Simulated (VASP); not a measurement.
Ta3SiO4, 8 atoms in the cell. The structure is cubic, space group Pm-3m (No. 221). Conventional cell: a = 4.502 Å, b = 4.502 Å, c = 4.502 Å, α = 90.00°, β = 90.00°, γ = 90.00°. Within 3.0 Å of Ta (site symmetry 4/mmm) lie 6 O at 2.25 Å. Within 3.0 Å of Si (site symmetry m-3m) lie 6 O at 2.25 Å. Within 3.0 Å of O (site symmetry 4/mmm) lie 4 Ta at 2.25 Å and 2 Si at 2.25 Å. O (site symmetry m-3m) has 6 Ta at 2.25 Å within 3.0 Å. 

| Quantity | Value |
| --- | --- |
| Program | VASP 6.6.1 |
| Task | density of states |
| Functional | PBE |
| Potentials or basis | VASP PAW PBE potentials, release 64 (Ta_pv, Si, O) |
| Cutoff | 520 eV |
| k mesh | 8 × 8 × 8 |
| Occupations | gaussian, width 0.1 eV |
| Spin | no spin polarisation |
| Dipole correction | no |
| k mesh for the DOS | 12 × 12 × 12 |
| Occupations for the DOS | tetrahedron |
| Further INCAR settings | ALGO = Normal; EDIFF = 1e-06 |

Potentials or basis: VASP PAW PBE potentials, release 64 (Ta_pv, Si, O).

Command:

```bash
$ cat potpaw_PBE.64/Ta_pv/POTCAR potpaw_PBE.64/Si/POTCAR potpaw_PBE.64/O/POTCAR > POTCAR
$ cp INCAR.step1 INCAR
$ cp KPOINTS.step1 KPOINTS
$ mpirun -np 1 vasp_std > vasp.out
$ cp INCAR.step2 INCAR
$ cp KPOINTS.step2 KPOINTS
$ mpirun -np 1 vasp_std > vasp.out
```

Hardware: 1 thread of Intel Xeon 6975P-C, with other jobs on the host.

Task: Estimate the wall time of this run.

Result: Run time: 4.3 min on 1 thread of Intel Xeon 6975P-C (shared host), peak memory 0.36 GiB. Counts: k points 84.
